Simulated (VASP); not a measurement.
Ta (a cell with a defect): single point with PBE

Ta (a cell with a defect):

```xyz
17
Lattice="6.6381 0.0000 0.0000 0.0000 6.6381 0.0000 0.0000 0.0000 6.6381" Properties=species:S:1:pos:R:3 pbc="T T T"
Ta   -0.0341   -0.0231   -0.0151
Ta    3.9861   -0.6725   -0.2404
Ta    0.0924    3.2238   -0.0057
Ta   -0.0304   -0.0463    3.3143
Ta    1.3821    1.9291    2.0839
Ta    3.3391    3.3520   -0.0157
Ta    3.3520   -0.0359    3.2778
Ta    4.9593    1.6169    1.6447
Ta   -0.0573    3.3710    3.3585
Ta    1.6978    4.9956    1.6457
Ta    1.5831    1.7311    4.7314
Ta    3.3602    3.3442    3.3132
Ta    5.1148    4.8383    1.7630
Ta    4.9357    1.6185    4.9802
Ta    1.6968    5.0171    4.9782
Ta    5.1862    4.7673    4.7768
Ta    2.4186    0.9038    0.2972
```

| Property | Result |
| --- | --- |
| Program | VASP 6.6.1 |
| Task | single point |
| Functional | PBE |
| Potentials or basis | VASP PAW PBE potentials, release 64 (Ta_pv) |
| Cutoff | 520 eV |
| k mesh | 4 × 4 × 4, shifted |
| Occupations | gaussian, width 0.1 eV |
| Spin | no spin polarisation |

```json
{
  "Pressure": "21.5 GPa",
  "Largest force": "0.545 eV/Å",
  "Band gap on the k mesh": "zero (an odd number of electrons rules out a gap without spin polarisation)"
}
```

Forces in eV/Å, atoms in the order of the input:
```
Ta   0.019 -0.013 -0.031
Ta  -0.004  0.009 -0.464
Ta  -0.033  0.032 -0.018
Ta   0.029  0.011 -0.012
Ta  -0.228  0.230  0.129
Ta   0.002 -0.015 -0.032
Ta  -0.035  0.022 -0.080
Ta   0.038  0.009 -0.027
Ta  -0.007  0.019  0.075
Ta  -0.006 -0.037 -0.037
Ta   0.153 -0.147  0.183
Ta  -0.012 -0.030 -0.016
Ta  -0.066  0.074 -0.076
Ta  -0.002  0.003 -0.013
Ta  -0.006  0.006 -0.006
Ta   0.081 -0.083 -0.106
Ta   0.076 -0.091  0.532
```

Stress tensor (GPa, compression positive):
```
20.81 -6.22 -3.71
-6.22 20.86  3.69
-3.71  3.69 22.74
```

Levels at points of the mesh, in eV from the Fermi level:
```
           k point  band 91  band 92  band 93  band 94  band 95  band 96  band 97  band 98
(0.12, 0.12, 0.12)     0.23     0.31     0.42     0.44     0.61     0.68     0.81     0.91
```

Run time: 34 min on 1 thread of Oxide Virtual Turin-like Processor, on a shared host, peak memory 0.72 GiB.

Caveat: spin-orbit coupling is left out, which moves the levels of the heavy elements.
